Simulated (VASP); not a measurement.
# Al (Im-3m) in VASP: notebook, part 3 of 3

VASP 6.6.1. The steps go on from the part before.

## (6) Single point, PBE

The input, INCAR:

```
SYSTEM = Al
PREC = Accurate
ENCUT = 520
EDIFF = 1E-7
ISMEAR = 0
SIGMA = 0.020999999999999998
LREAL = .False.
LASPH = .True.
NELM = 80
ALGO = Normal
ISIF = 2
LWAVE = .False.
LCHARG = .False.
GGA = PE
NBANDS = 8
```

The input, KPOINTS:

```
Automatic mesh
0
Gamma
  12 12 12
  0 0 0
```

The input, POSCAR:

```
Al
1.0
   -1.5912186900      1.5912186900      1.5912186900
    1.5912186900     -1.5912186900      1.5912186900
    1.5912186900      1.5912186900     -1.5912186900
Al
1
Direct
    0.0000000000      0.0000000000      0.0000000000
```

Potentials or basis: VASP PAW PBE potentials, release 64 (Al).

Started as:

```sh
$ cat potpaw_PBE.64/Al/POTCAR > POTCAR
$ mpirun -np 1 vasp_std > vasp.out
```

OUTCAR:

```text
SYSTEM = Al
   PREC = Accurate
   ENCUT = 520
   EDIFF = 1E-7
   ISMEAR = 0
   LREAL = .False.
   LASPH = .True.
   NELM = 80
   ISIF = 2
   GGA = PE

 ion  position               nearest neighbor table
   1  0.000  0.000  0.000-

  LATTYP: Found a body centered cubic cell.
 ALAT       =     3.1824373800

  Lattice vectors:

 A1 = (  -1.5912186900,   1.5912186900,   1.5912186900)
 A2 = (   1.5912186900,  -1.5912186900,   1.5912186900)
 A3 = (   1.5912186900,   1.5912186900,  -1.5912186900)

Analysis of symmetry for initial positions (statically):
=====================================================================
 Subroutine PRICEL returns:
 Original cell was already a primitive cell.

 Routine SETGRP: Setting up the symmetry group for a
 body centered cubic supercell.

 Subroutine GETGRP returns: Found 48 space group operations
[... 9 lines left out ...]

 Routine SETGRP: Setting up the symmetry group for a
 body centered cubic supercell.

 Subroutine GETGRP returns: Found 48 space group operations
[... 11 lines left out ...]
                                     Primitive cell

  volume of cell :      16.1157

  direct lattice vectors                    reciprocal lattice vectors
    -1.591218690  1.591218690  1.591218690     0.000000000  0.314224565  0.314224565
     1.591218690 -1.591218690  1.591218690     0.314224565  0.000000000  0.314224565
     1.591218690  1.591218690 -1.591218690     0.314224565  0.314224565  0.000000000

  length of vectors
     2.756071617  2.756071617  2.756071617     0.444380641  0.444380641  0.444380641

  position of ions in fractional coordinates (direct lattice)
     0.000000000  0.000000000  0.000000000

  ion indices of the primitive-cell ions
   primitive index   ion index
                 1           1

----------------------------------------------------------------------------------------

 KPOINTS: Automatic mesh

Automatic generation of k-mesh.
 Grid dimensions read from file:
 generate k-points for:   12   12   12

 Generating k-lattice:

  Cartesian coordinates                     Fractional coordinates (reciprocal lattice)
     0.000000000  0.026185380  0.026185380     0.083333333  0.000000000  0.000000000
     0.026185380  0.000000000  0.026185380     0.000000000  0.083333333  0.000000000
     0.026185380  0.026185380  0.000000000     0.000000000  0.000000000  0.083333333

  Length of vectors
     0.037031720  0.037031720  0.037031720

  Shift w.r.t. Gamma in fractional coordinates (k-lattice)
     0.000000000  0.000000000  0.000000000

 Subroutine IBZKPT returns following result:
 ===========================================

 Found     72 irreducible k-points:

 Following reciprocal coordinates:
            Coordinates               Weight
  0.000000  0.000000  0.000000      1.000000
  0.083333  0.000000  0.000000     12.000000
  0.166667  0.000000  0.000000     12.000000
  0.250000  0.000000  0.000000     12.000000
  0.333333  0.000000  0.000000     12.000000
  0.416667  0.000000  0.000000     12.000000
[... 16 lines left out ...]
  0.333333  0.083333  0.083333     24.000000
  0.416667  0.083333  0.083333     12.000000
 [... further k-points ...]
   k-points           NKPTS =     72   k-points in BZ     NKDIM =     72   number of bands    NBANDS=      8
   number of dos      NEDOS =    301   number of ions     NIONS =      1
   total plane-waves  NPLWV =   8000
   dimension x,y,z NGX =    20 NGY =   20 NGZ =   20
   dimension x,y,z NGXF=    40 NGYF=   40 NGZF=   40
   ions per type =               1
   NGX,Y,Z   is equivalent  to a cutoff of  12.06, 12.06, 12.06 a.u.
   NGXF,Y,Z  is equivalent  to a cutoff of  24.13, 24.13, 24.13 a.u.
 SYSTEM =  Al
   PREC   = accura    normal or accurate (medium, high low for compatibility)
   ISTART =      0    job   : 0-new  1-cont  2-samecut
   ICHARG =      2    charge: 1-file 2-atom 10-const
   ISPIN  =      1    spin polarized calculation?
   LNONCOLLINEAR =      F non collinear calculations
   LSORBIT =      F    spin-orbit coupling
   LASPH  =      T    aspherical Exc in radial PAW
   ENCUT  =  520.0 eV  38.22 Ry    6.18 a.u.   5.12  5.12  5.12*2*pi/ulx,y,z
   NELM   =     80;   NELMIN=  2; NELMDL= -5     # of ELM steps
   EDIFF  = 0.1E-06   stopping-criterion for ELM
   LREAL  =      F    real-space projection
   EDIFFG = 0.1E-05   stopping-criterion for IOM
   NSW    =      0    number of steps for IOM
   IBRION =     -1    ionic relax: 0-MD 1-quasi-New 2-CG
   NFREE  =      0    steps in history (QN), initial steepest desc. (CG)
   ISIF   =      2    stress and relaxation
   ISYM   =      2    0-nonsym 1-usesym 2-fastsym
   POTIM  = 0.5000    time-step for ionic-motion
   TEBEG  =    0.0;   TEEND  =   0.0 temperature during run
   PSTRESS=    0.0 pullay stress
   NELECT =       3.0000    total number of electrons
   NUPDOWN=      -1.0000    fix difference up-down
   EMIN   =  10.00;   EMAX   =-10.00  energy-range for DOS
   EFERMI =   0.00;   METHOD = LEGACY
   ISMEAR =     0;   SIGMA  =   0.02  broadening in eV -4-tet -1-fermi 0-gaus
   EFERMI_NEDOS =   21; number of points for ismear=-14 and -15
   IALGO  =     38    algorithm
   IMIX   =      4    mixing-type and parameters
     AMIX     =   0.40;   BMIX     =  1.00
     AMIX_MAG =   1.60;   BMIX_MAG =  1.00
  volume/ion in A,a.u.               =      16.12       108.75
  Fermi-wavevector in a.u.,A,eV,Ry     =   0.934757  1.766435 11.888371  0.873771
  Thomas-Fermi vector in A             =   2.061595
   LORBIT       =      0    0 simple, 1 ext, 2 COOP (PROOUT), +10 PAW based schemes
   GGA     = PE    functional components
   LHFCALC =     F    Hartree Fock is set to
   AEXX    =    0.0000 exact exchange contribution
   IVDW    =     0    specifies the selected vdW correction
   LEPSILON=     F    determine dielectric tensor
   LRPA    =     F    only Hartree local field effects (RPA)
 non-spin polarized calculation
 Gauss-broadening in eV      SIGMA  =   0.02
  energy-cutoff  :      520.00
  volume of cell :       16.12
 maximum number of plane-waves:       466
   NGX = 11   NGY = 11   NGZ = 11

 number of electron       3.0000000 magnetization

 Free energy of the ion-electron system (eV)
  ---------------------------------------------------
  ext. energy  EPLUGINS =         0.00000000
  ---------------------------------------------------
  free energy    TOTEN  =        -3.63559305 eV

  energy without entropy =       -3.63545114  energy(sigma->0) =       -3.63552210

 E-fermi :   8.2426     XC(G=0): -10.2868

 val. band max:        8.1893616267   @ k =  -0.4167  -0.4167   0.2500
 cond. band min:       8.2507200425   @ k =   0.3333   0.2500   0.0833
 fundamental gap:      0.0613584157
 Fermi energy:         8.2425698471

 k-point     1 :       0.0000    0.0000    0.0000
  band No.  band energies     occupation
      1      -3.0452      2.00000
      2      21.6647      0.00000
      3      21.6647      0.00000
      4      21.6647      0.00000
      5      23.3042      0.00000
      6      23.3042      0.00000
      7      23.3042      0.00000
      8      24.7548      0.00000

 k-point     2 :       0.0833    0.0000    0.0000
  band No.  band energies     occupation
      1      -2.8422      2.00000
      2      19.4950      0.00000
      3      20.5159      0.00000
      4      20.8957      0.00000
      5      22.4702      0.00000
      6      23.4761      0.00000
      7      24.0697      0.00000
      8      24.7905      0.00000

 k-point     3 :       0.1667    0.0000    0.0000
  band No.  band energies     occupation
      1      -2.2351      2.00000
      2      16.0304      0.00000
      3      19.1275      0.00000
      4      19.5237      0.00000
      5      21.1190      0.00000
      6      22.3102      0.00000
      7      25.0516      0.00000
      8      25.3380      0.00000
[... 210 lines left out ...]
 k-point    23 :       0.3333    0.0833    0.0833
  band No.  band energies     occupation
      1       2.3308      2.00000
      2       6.9994      2.00000
      3      13.4251      0.00000
      4      14.1484      0.00000
      5      22.5726      0.00000
      6      23.1272      0.00000
      7      28.6821      0.00000
      8      29.6223      0.00000

 k-point    24 :       0.4167    0.0833    0.0833
  band No.  band energies     occupation
      1       4.2181      2.00000
      2       4.7597      2.00000
      3      13.2366      0.00000
      4      13.9734      0.00000
      5      22.4066      0.00000
      6      22.9839      0.00000
      7      29.4664      0.00000
      8      30.8178      0.00000

 [... further k-points ...]
[... 5 lines left out ...]
  --------------------------------------------------------------------------------------
  -------------------------------------------------------------------------------------
  Total        0.3888868      0.3888868      0.3888868      0.0000000      0.0000000     -0.0000000
  in kB       38.6619861     38.6619861     38.6619861      0.0000000      0.0000000     -0.0000000
  external PRESSURE =      38.6619861 kB  Pullay stress =       0.0000000 kB

 VOLUME and BASIS-vectors are now :
 -----------------------------------------------------------------------------
  energy-cutoff  :      520.00
  volume of cell :       16.12
      direct lattice vectors                 reciprocal lattice vectors
    -1.591218690  1.591218690  1.591218690     0.000000000  0.314224565  0.314224565
     1.591218690 -1.591218690  1.591218690     0.314224565  0.000000000  0.314224565
     1.591218690  1.591218690 -1.591218690     0.314224565  0.314224565  0.000000000

 POSITION                                       TOTAL-FORCE (eV/Angst)
 -----------------------------------------------------------------------------------
      0.00000      0.00000      0.00000         0.000000     -0.000000     -0.000000
 -----------------------------------------------------------------------------------
    total drift:                                0.000000      0.000000      0.000000

  FREE ENERGIE OF THE ION-ELECTRON SYSTEM (eV)
  ---------------------------------------------------
  free  energy   TOTEN  =        -3.6355930503 eV

  energy  without entropy=       -3.6354511419  energy(sigma->0) =       -3.63552210
```

Wall time 4.4 s (1 thread of Intel Xeon Platinum 8488C (Sapphire Rapids), shared host); peak memory 0.11 GiB.

Results:

```yaml
Free_energy: -3.6356 eV
Pressure: 3.9 GPa
```

## (7) Overview

| smearing | gap on the mesh (eV) | pressure (GPa) |
| --- | --- | --- |
| gaussian 0.014 eV | none | 3.9 |
| gaussian 0.015 eV | none | 3.9 |
| gaussian 0.016 eV | none | 3.9 |
| gaussian 0.019 eV | none | 3.9 |
| gaussian 0.021 eV | none | 3.9 |

Alike in all rows: task single point; level PBE; potentials or basis VASP PAW PBE potentials, release 64 (Al); no spin polarisation; cell as given; k mesh 12 × 12 × 12; cutoff (eV) 520.

Every run on the cell as given and a fine mesh finds a metal.

Absolute energies hang on the potentials; compare differences alone.
